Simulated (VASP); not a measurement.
Write the native input for VASP 6.6.1 that does the following.

* Task: relaxation of the atoms
* Functional: PBE
* Potentials or basis: VASP PAW PBE potentials, release 64 (In_d, As)
* Cutoff: 520 eV
* k mesh: 13 × 13 × 13
* Occupations: fermi-dirac, width 0.05 eV
* Spin: no spin polarisation
* Dipole correction: no
* Further INCAR settings: ALGO = Normal; EDIFF = 1e-07; IBRION = 2; EDIFFG = -0.02; NSW = 80

The structure of InAs lies in POSCAR:

```
InAs
1.0
    0.0000000000      3.0290000000      2.9987100000
    3.0290000000      0.0000000000      2.9987100000
    3.0290000000      3.0290000000      0.0000000000
In As
1 1
Direct
    0.0000000000      0.0000000000      0.0000000000
    0.2500000000      0.2500000000      0.2500000000
```

This cell differs from its parent crystal: z stretched by -1 %.

One way to write it, as run:

INCAR

```
SYSTEM = InAs
  ALGO = Normal
  EDIFF = 1E-7
  EDIFFG = -0.02
  ENCUT = 520
  GGA = PE
  IBRION = 2
  ISIF = 2
  ISMEAR = -1
  LASPH = .True.
  LCHARG = .False.
  LREAL = .False.
  LWAVE = .False.
  NELM = 80
  NSW = 80
  PREC = Accurate
  SIGMA = 0.05
```

KPOINTS

```
k-points
0
Gamma
  13 13 13
  0 0 0
```

Potentials or basis: VASP PAW PBE potentials, release 64 (In_d, As).

Command:

```console
$ cat potpaw_PBE.64/In_d/POTCAR potpaw_PBE.64/As/POTCAR > POTCAR
$ mpirun -np 1 vasp_std > vasp.out
```

Results of the run:

```
Pressure after relaxing : 4.3 GPa
Band gap on the k mesh  : 0.05 eV
```

Caveat: the cell differs from its parent crystal (z stretched by -1 %); the smearing spreads over this small gap; semilocal functionals underestimate gaps, and a narrow one can read as zero; spin-orbit coupling is left out, which moves the levels of the heavy elements.

Wall time 2.7 min on 1 thread of Oxide Virtual Turin-like Processor (shared host), peak memory 0.26 GiB.
